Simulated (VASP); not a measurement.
# La8Ga8O25 (a cell with a defect) in VASP: single point with PBEsol

Aim: the single point of La8Ga8O25 (a cell with a defect) with PBEsol.

All numbers are computed with VASP 6.6.1; they aren't measurements. Logs are shortened: lines on timing, memory, paths and dates and some standing lists are left out, and cuts for length are marked.

### Step 1. The cell of the first run

The cell holds a defect, 41 atoms: a = 7.729 Å, b = 7.729 Å, c = 7.729 Å, α = 90.00°, β = 90.00°, γ = 90.00°.

### Step 2. Single point, PBEsol

INCAR reads:

```
ALGO = Normal
EDIFF = 1E-7
ENCUT = 520
GGA = PS
ISIF = 2
ISMEAR = -1
ISYM = 0
LASPH = T
LCHARG = F
LREAL = Auto
LWAVE = F
NBANDS = 197
NELM = 100
PREC = Accurate
SIGMA = 0.05
```

KPOINTS reads:

```
Automatic mesh
0
Gamma
  1 1 1
  0.25 0.25 0.25
```

POSCAR reads:

```
La8Ga8O25
1.0
    7.7293080000      0.0000000000      0.0000000000
    0.0000000000      7.7293080000      0.0000000000
    0.0000000000      0.0000000000      7.7293080000
La Ga O
8 8 25
Direct
    0.9943530000      0.0082900000      0.0096090000
    0.0062130000      0.0029120000      0.5032180000
    0.9906620000      0.5065290000      0.0093320000
    0.9956920000      0.4934190000      0.5146370000
    0.5022840000      0.9904690000      0.9878050000
    0.5128230000      0.9944600000      0.4956010000
    0.4997170000      0.4760560000      0.9907940000
    0.5157630000      0.4721130000      0.4825720000
    0.2487230000      0.2473100000      0.2475970000
    0.2505330000      0.2418070000      0.7524720000
    0.2490410000      0.7446750000      0.2279790000
    0.2483410000      0.7415090000      0.7709460000
    0.7527850000      0.2426780000      0.2475830000
    0.7522140000      0.2414540000      0.7497800000
    0.7493960000      0.7439740000      0.2491040000
    0.7497670000      0.7437230000      0.7505360000
    0.2894490000      0.2187680000      0.0000760000
    0.2189210000      0.2659330000      0.5010560000
    0.1914030000      0.7697330000      0.0000760000
    0.2648130000      0.8084180000      0.4580360000
    0.7194450000      0.2253550000      0.9983660000
    0.7786130000      0.2576460000      0.4992480000
    0.7946920000      0.7637770000      0.0002770000
    0.7027280000      0.7258910000      0.4994280000
    0.9985540000      0.2851370000      0.2187080000
    0.9999540000      0.2037050000      0.7715560000
    0.9970390000      0.6954840000      0.2841270000
    0.9999780000      0.7699660000      0.7041290000
    0.5017240000      0.2124220000      0.2822290000
    0.5019780000      0.2752770000      0.7190680000
    0.5005110000      0.7855050000      0.2106930000
    0.5000740000      0.7169110000      0.8056530000
    0.1990390000      0.0045630000      0.2507080000
    0.2923990000      0.9898550000      0.7339080000
    0.2941890000      0.4975210000      0.2271040000
    0.2132500000      0.4853370000      0.8019680000
    0.7903760000      0.9944290000      0.2689840000
    0.7147650000      0.9919680000      0.7330920000
    0.7092010000      0.4922630000      0.2295890000
    0.7828170000      0.4929960000      0.7651150000
    0.2746680000      0.6469200000      0.5483340000
```

Potentials or basis: VASP PAW PBE potentials, release 64 (La, Ga_d, O).

On the command line:

```bash
> cat potpaw_PBE.64/La/POTCAR potpaw_PBE.64/Ga_d/POTCAR potpaw_PBE.64/O/POTCAR > POTCAR
> mpirun -np 1 vasp_std > vasp.out
```

OUTCAR:

```text
EDIFF = 1E-7
   ENCUT = 520
   GGA = PS
   ISIF = 2
   ISMEAR = -1
   ISYM = 0
   LASPH = T
   LREAL = Auto
   NELM = 100
   PREC = Accurate

 ion  position               nearest neighbor table
   1  0.994  0.008  0.010-  26 2.38  19 2.39  23 2.44  33 2.44  37 2.55  25 2.68  21 2.71  17 2.80
                            13 3.19   9 3.27  14 3.28  11 3.30
   2  0.006  0.003  0.503-  28 2.38  33 2.46  37 2.46  20 2.53  26 2.59  18 2.61  22 2.64  10 3.27
                            14 3.30
   3  0.991  0.507  0.009-  25 2.36  36 2.36  40 2.48  23 2.50  19 2.56  27 2.58  39 2.76  11 3.20
                            15 3.21  12 3.27  16 3.29
   4  0.996  0.493  0.515-  27 2.37  18 2.47  41 2.47  22 2.48  40 2.54  28 2.59  36 2.79  25 2.80
                            14 3.26  16 3.27
   5  0.502  0.990  0.988-  31 2.34  17 2.41  21 2.47  32 2.54  34 2.55  38 2.56  12 3.22  16 3.26
                            10 3.30  14 3.30  11 3.30
   6  0.513  0.994  0.496-  29 2.36  38 2.41  20 2.41  34 2.51  24 2.54  31 2.73  37 2.77  30 2.78
                            15 3.27  13 3.29
   7  0.500  0.476  0.991-  32 2.35  35 2.43  39 2.46  17 2.57  21 2.58  30 2.61  36 2.65  40 2.80
                            10 3.22  14 3.25   9 3.29  12 3.30
   8  0.516  0.472  0.483-  41 2.36  30 2.38  24 2.44  39 2.47  29 2.54  35 2.62  22 2.63  18 2.80
                            13 3.13   9 3.25  14 3.28
   9  0.249  0.247  0.248-  33 1.92  17 1.95  25 1.97  35 1.97  18 1.98  29 1.99   8 3.25   1 3.27
                             7 3.29
  10  0.251  0.242  0.752-  36 1.94  17 1.95  26 1.96  18 1.97  30 1.98  34 1.98   7 3.22   2 3.27
                             5 3.30
  11  0.249  0.745  0.228-  19 1.83  20 1.85  35 1.94  31 1.97  27 2.03  33 2.05   3 3.20   1 3.30
                             5 3.30
  12  0.248  0.742  0.771-  19 1.84  41 1.88  34 1.97  32 1.97  28 2.00  36 2.01   5 3.22   3 3.27
                             7 3.30
  13  0.753  0.243  0.248-  25 1.94  37 1.95  21 1.95  22 1.96  39 1.96  29 1.97   8 3.13   1 3.19
                             6 3.29
  14  0.752  0.241  0.750-  21 1.94  26 1.94  22 1.95  38 1.95  40 1.96  30 1.97   7 3.25   4 3.26
                             1 3.28   8 3.28   5 3.30   2 3.30
  15  0.749  0.744  0.249-  23 1.96  37 1.97  27 1.97  31 1.97  24 1.97  39 1.98   3 3.21   6 3.27

  16  0.750  0.744  0.751-  38 1.94  40 1.96  23 1.97  28 1.98  24 1.98  32 1.99   5 3.26   4 3.27
                             3 3.29
  17  0.289  0.219  0.000-  10 1.95   9 1.95   5 2.41   7 2.57   1 2.80
  18  0.219  0.266  0.501-  10 1.97   9 1.98   4 2.47   2 2.61   8 2.80
  19  0.191  0.770  0.000-  11 1.83  12 1.84   1 2.39   3 2.56
  20  0.265  0.808  0.458-  41 1.43  11 1.85   6 2.41   2 2.53
  21  0.719  0.225  0.998-  14 1.94  13 1.95   5 2.47   7 2.58   1 2.71
  22  0.779  0.258  0.499-  14 1.95  13 1.96   4 2.48   8 2.63   2 2.64
  23  0.795  0.764  0.000-  15 1.96  16 1.97   1 2.44   3 2.50
  24  0.703  0.726  0.499-  15 1.97  16 1.98   8 2.44   6 2.54
  25  0.999  0.285  0.219-  13 1.94   9 1.97   3 2.36   1 2.68   4 2.80
  26  1.000  0.204  0.772-  14 1.94  10 1.96   1 2.38   2 2.59
  27  0.997  0.695  0.284-  15 1.97  11 2.03   4 2.37   3 2.58
  28  1.000  0.770  0.704-  16 1.98  12 2.00   2 2.38   4 2.59
  29  0.502  0.212  0.282-  13 1.97   9 1.99   6 2.36   8 2.54
  30  0.502  0.275  0.719-  14 1.97  10 1.98   8 2.38   7 2.61   6 2.78
  31  0.501  0.786  0.211-  15 1.97  11 1.97   5 2.34   6 2.73
  32  0.500  0.717  0.806-  12 1.97  16 1.99   7 2.35   5 2.54
  33  0.199  0.005  0.251-   9 1.92  11 2.05   1 2.44   2 2.46
  34  0.292  0.990  0.734-  12 1.97  10 1.98   6 2.51   5 2.55
  35  0.294  0.498  0.227-  11 1.94   9 1.97   7 2.43   8 2.62
  36  0.213  0.485  0.802-  10 1.94  12 2.01   3 2.36   7 2.65   4 2.79
  37  0.790  0.994  0.269-  13 1.95  15 1.97   2 2.46   1 2.55   6 2.77
  38  0.715  0.992  0.733-  16 1.94  14 1.95   6 2.41   5 2.56
  39  0.709  0.492  0.230-  13 1.96  15 1.98   7 2.46   8 2.47   3 2.76
  40  0.783  0.493  0.765-  16 1.96  14 1.96   3 2.48   4 2.54   7 2.80
  41  0.275  0.647  0.548-  20 1.43  12 1.88   8 2.36   4 2.47

IMPORTANT INFORMATION: All symmetrisations will be switched off!
NOSYMM: (Re-)initialisation of all symmetry stuff for point group C_1.

----------------------------------------------------------------------------------------

                                     Primitive cell

  volume of cell :     461.7659

  direct lattice vectors                    reciprocal lattice vectors
     7.729308000  0.000000000  0.000000000     0.129377688  0.000000000  0.000000000
     0.000000000  7.729308000  0.000000000     0.000000000  0.129377688  0.000000000
     0.000000000  0.000000000  7.729308000     0.000000000  0.000000000  0.129377688

  length of vectors
     7.729308000  7.729308000  7.729308000     0.129377688  0.129377688  0.129377688

  position of ions in fractional coordinates (direct lattice)
     0.994353000  0.008290000  0.009609000
     0.006213000  0.002912000  0.503218000
     0.990662000  0.506529000  0.009332000
     0.995692000  0.493419000  0.514637000
     0.502284000  0.990469000  0.987805000
     0.512823000  0.994460000  0.495601000
[... 33 lines left out ...]
     0.782817000  0.492996000  0.765115000
     0.274668000  0.646920000  0.548334000

  ion indices of the primitive-cell ions
   primitive index   ion index
                 1           1
                 2           2
                 3           3
                 4           4
                 5           5
                 6           6
[... 33 lines left out ...]
                40          40
                41          41

----------------------------------------------------------------------------------------

 KPOINTS: Automatic mesh

Automatic generation of k-mesh.
 Grid dimensions read from file:
 generate k-points for:    1    1    1

 Generating k-lattice:

  Cartesian coordinates                     Fractional coordinates (reciprocal lattice)
     0.129377688  0.000000000  0.000000000     1.000000000  0.000000000  0.000000000
     0.000000000  0.129377688  0.000000000     0.000000000  1.000000000  0.000000000
     0.000000000  0.000000000  0.129377688     0.000000000  0.000000000  1.000000000

  Length of vectors
     0.129377688  0.129377688  0.129377688

  Shift w.r.t. Gamma in fractional coordinates (k-lattice)
     0.250000000  0.250000000  0.250000000

 Subroutine IBZKPT returns following result:
 ===========================================

 Found      4 irreducible k-points:

 Following reciprocal coordinates:
            Coordinates               Weight
  0.250000  0.250000  0.250000      2.000000
 -0.250000  0.250000  0.250000      2.000000
 -0.250000 -0.250000  0.250000      2.000000
  0.250000 -0.250000  0.250000      2.000000
   k-points           NKPTS =      4   k-points in BZ     NKDIM =      4   number of bands    NBANDS=    197
   number of dos      NEDOS =    301   number of ions     NIONS =     41
   total plane-waves  NPLWV = 216000
   dimension x,y,z NGX =    60 NGY =   60 NGZ =   60
   dimension x,y,z NGXF=   120 NGYF=  120 NGZF=  120
   ions per type =               8   8  25
   NGX,Y,Z   is equivalent  to a cutoff of  12.91, 12.91, 12.91 a.u.
   NGXF,Y,Z  is equivalent  to a cutoff of  25.81, 25.81, 25.81 a.u.
 SYSTEM =  unknown system
   PREC   = accura    normal or accurate (medium, high low for compatibility)
   ISTART =      0    job   : 0-new  1-cont  2-samecut
   ICHARG =      2    charge: 1-file 2-atom 10-const
   ISPIN  =      1    spin polarized calculation?
   LNONCOLLINEAR =      F non collinear calculations
   LSORBIT =      F    spin-orbit coupling
   LASPH  =      T    aspherical Exc in radial PAW
   ENCUT  =  520.0 eV  38.22 Ry    6.18 a.u.  14.37 14.37 14.37*2*pi/ulx,y,z
   NELM   =    100;   NELMIN=  2; NELMDL= -5     # of ELM steps
   EDIFF  = 0.1E-06   stopping-criterion for ELM
   LREAL  =      T    real-space projection
   EDIFFG = 0.1E-05   stopping-criterion for IOM
   NSW    =      0    number of steps for IOM
   IBRION =     -1    ionic relax: 0-MD 1-quasi-New 2-CG
   NFREE  =      0    steps in history (QN), initial steepest desc. (CG)
   ISIF   =      2    stress and relaxation
   ISYM   =      0    0-nonsym 1-usesym 2-fastsym
   POTIM  = 0.5000    time-step for ionic-motion
   TEBEG  =    0.0;   TEEND  =   0.0 temperature during run
   PSTRESS=    0.0 pullay stress
   NELECT =     342.0000    total number of electrons
   NUPDOWN=      -1.0000    fix difference up-down
   EMIN   =  10.00;   EMAX   =-10.00  energy-range for DOS
   EFERMI =   0.00;   METHOD = LEGACY
   ISMEAR =    -1;   SIGMA  =   0.05  broadening in eV -4-tet -1-fermi 0-gaus
   EFERMI_NEDOS =   21; number of points for ismear=-14 and -15
   IALGO  =     38    algorithm
   IMIX   =      4    mixing-type and parameters
     AMIX     =   0.40;   BMIX     =  1.00
     AMIX_MAG =   1.60;   BMIX_MAG =  1.00
  volume/ion in A,a.u.               =      11.26        76.00
  Fermi-wavevector in a.u.,A,eV,Ry     =   1.481186  2.799036 29.849983  2.193912
  Thomas-Fermi vector in A             =   2.595127
   LORBIT       =      0    0 simple, 1 ext, 2 COOP (PROOUT), +10 PAW based schemes
   GGA     = PS    functional components
   LHFCALC =     F    Hartree Fock is set to
   AEXX    =    0.0000 exact exchange contribution
   IVDW    =     0    specifies the selected vdW correction
   LEPSILON=     F    determine dielectric tensor
   LRPA    =     F    only Hartree local field effects (RPA)
 non-spin polarized calculation
  energy-cutoff  :      520.00
  volume of cell :      461.77
 maximum number of plane-waves:     12452
 NGX is ok and might be reduce to    60
   NGX = 29   NGY = 29   NGZ = 29

 number of electron     342.0000051 magnetization

 Free energy of the ion-electron system (eV)
  ---------------------------------------------------
  ext. energy  EPLUGINS =         0.00000000
  ---------------------------------------------------
  free energy    TOTEN  =      -308.40409352 eV

  energy without entropy =     -308.40409352  energy(sigma->0) =     -308.40409352

 E-fermi :   8.2352     XC(G=0): -12.2466

 val. band max:        7.0179499765   @ k =  -0.2500  -0.2500   0.2500
 cond. band min:      11.3809638167   @ k =   0.2500  -0.2500   0.2500
 fundamental gap:      4.3630138402
 Fermi energy:         8.2352474119

 k-point     1 :       0.2500    0.2500    0.2500
  band No.  band energies     occupation
      1     -22.9006      2.00000
      2     -22.8374      2.00000
      3     -22.7994      2.00000
      4     -22.7758      2.00000
      5     -22.7450      2.00000
      6     -22.7180      2.00000
[... 733 lines left out ...]
    182      12.0395      0.00000
    183      12.0709      0.00000
 [bands above 183 left out]

------------------------ aborting loop because EDIFF is reached ----------------------------------------

  FORCE on cell =-STRESS in cart. coord.  units (eV):
  Direction    XX          YY          ZZ          XY          YZ          ZX
  --------------------------------------------------------------------------------------
  -------------------------------------------------------------------------------------
  Total       17.8900739     22.7166464     29.4367677     -0.7012823     -6.3413850     -0.8858333
  in kB       62.0727343     78.8193703    102.1360042     -2.4332214    -22.0025422     -3.0735532
  external PRESSURE =      81.0093696 kB  Pullay stress =       0.0000000 kB

 VOLUME and BASIS-vectors are now :
 -----------------------------------------------------------------------------
  energy-cutoff  :      520.00
  volume of cell :      461.77
      direct lattice vectors                 reciprocal lattice vectors
     7.729308000  0.000000000  0.000000000     0.129377688  0.000000000  0.000000000
     0.000000000  7.729308000  0.000000000     0.000000000  0.129377688  0.000000000
     0.000000000  0.000000000  7.729308000     0.000000000  0.000000000  0.129377688

 POSITION                                       TOTAL-FORCE (eV/Angst)
 -----------------------------------------------------------------------------------
      7.68566      0.06408      0.07427         0.042010     -0.057153      0.024547
      0.04802      0.02251      3.88953        -0.010223      0.003205     -0.054408
      7.65713      3.91512      0.07213         0.015066      0.025455     -0.021746
      7.69601      3.81379      3.97779         0.048115     -0.041903     -0.008581
      3.88231      7.65564      7.63505        -0.019988      0.039456     -0.027447
      3.96377      7.68649      3.83065        -0.012920     -0.027815      0.031628
[... 33 lines left out ...]
      6.05063      3.81052      5.91381        -0.005635     -0.047413      0.028393
      2.12299      5.00024      4.23824        -0.008936     -0.214466      0.132580
 -----------------------------------------------------------------------------------
    total drift:                                0.005037     -0.004022      0.006273

  FREE ENERGIE OF THE ION-ELECTRON SYSTEM (eV)
  ---------------------------------------------------
  free  energy   TOTEN  =      -308.4040935184 eV

  energy  without entropy=     -308.4040935184  energy(sigma->0) =     -308.40409352
```

It took 19 min on 1 thread of Intel Xeon 6975P-C (Granite Rapids), shared host; peak memory 0.65 GiB.

What came out:

- Free energy: -308.4041 eV
- Pressure: 8.1 GPa
- Largest force: 0.261 eV/Å
- Band gap on the k mesh: 4.36 eV

Forces in eV/Å, atoms in the order of the input:
```
La   0.042 -0.057  0.025
La  -0.010  0.003 -0.054
La   0.015  0.025 -0.022
La   0.048 -0.042 -0.009
La  -0.020  0.039 -0.027
La  -0.013 -0.028  0.032
La  -0.025 -0.007  0.045
La  -0.019  0.037 -0.048
Ga   0.003  0.005 -0.015
Ga  -0.004  0.017  0.007
Ga   0.012 -0.014 -0.020
Ga  -0.002 -0.002  0.036
Ga   0.001  0.011  0.002
Ga  -0.004  0.002 -0.005
Ga   0.002 -0.015 -0.010
Ga  -0.011 -0.002  0.008
O    0.052 -0.015 -0.013
O   -0.003 -0.023  0.016
O   -0.011 -0.006 -0.006
O    0.019  0.221 -0.137
O    0.003 -0.039  0.041
O   -0.011  0.037 -0.034
O   -0.004  0.019 -0.057
O   -0.004 -0.012  0.051
O   -0.026  0.017 -0.009
O   -0.001 -0.007  0.011
O    0.008  0.002  0.038
O   -0.007  0.040 -0.038
O   -0.006 -0.030  0.010
O    0.021  0.006 -0.033
O    0.007  0.019 -0.027
O    0.016 -0.012 -0.014
O   -0.031  0.045  0.017
O   -0.001 -0.038  0.016
O    0.010 -0.015  0.032
O   -0.046  0.009  0.019
O    0.000 -0.027  0.035
O    0.016  0.056 -0.014
O    0.000  0.039 -0.008
O   -0.006 -0.047  0.028
O   -0.009 -0.214  0.133
```

Levels at points of the mesh, in eV from the valence-band top:
```csv
k point,band 169,band 170,band 171,band 172,band 173,band 174
"(0.25, 0.25, 0.25)",-0.20,-0.13,-0.07,4.38,4.67,4.72
```

Caveat: the PAW data sets were made with another functional, which shifts forces and pressure a little; spin-orbit coupling is left out, which moves the levels of the heavy elements.
